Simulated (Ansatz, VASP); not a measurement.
One calculation of BP, two programs

Contents of INCAR:

```
SYSTEM = BP
PREC = Accurate ; ENCUT = 520
EDIFF = 1E-6 ; ISMEAR = 0
SIGMA = 0.05 ; LREAL = .FALSE.
LASPH = .TRUE. ; NELM = 60
ALGO = Normal ; ISIF = 2
LWAVE = .FALSE. ; LCHARG = .FALSE.
GGA = PE ; NBANDS = 11
```

Contents of KPOINTS:

```
regular mesh
0
G
  12 12 12
  0 0 0
```

POSCAR

```
BP
1.0
    0.0000000000      2.3777705468      2.1941224940
    2.1941224940      0.0000000000      2.1941224940
    2.1941224940      2.3777705468      0.0000000000
B P
1 1
Direct
    0.0000000000      0.0000000000      0.0000000000
    0.7500000000      0.7500000000      0.7500000000
```

Input for Ansatz:

```yaml
crystal:
  lattice:
    - [0.0, 2.3777705468, 2.194122494]
    - [2.194122494, 0.0, 2.194122494]
    - [2.194122494, 2.3777705468, 0.0]
  atoms:
    - { symbol: B, position: [0.0, 0.0, 0.0] }
    - { symbol: P, position: [0.75, 0.75, 0.75] }
basis:
  ecutwfc: 520.0
kpoints:
  mp_grid: { grid: [12, 12, 12] }
hamiltonian:
  xc: pbe
scf:
  occupations: { method: gaussian, width: 0.05 }
output:
  forces: true
  stress: true
  eigenvalues: true
```

Alike in both runs: task single point; functional PBE; k mesh 12 × 12 × 12; occupations gaussian, width 0.05 eV; no spin polarisation.

|  | VASP | Ansatz |
| --- | --- | --- |
| version | VASP 6.6.1 | Ansatz 0.2.0 |
| potentials or method | VASP PAW PBE potentials, release 64 (B, P), cutoff 520 eV | scalar-relativistic, plane waves, PAW |
| valence electrons in the cell | 8 | 8 |

```csv
,VASP,Ansatz,Ansatz less VASP
gap on the k mesh at the Fermi level (eV),0.59,0.60,+0.005
least direct gap on the mesh (eV),3.03,3.03,+0.005
pressure (GPa),4.3,4.5,+0.25
"traceless stress, the component that is largest in VASP (GPa)",-16.19,-16.17,+0.023
```
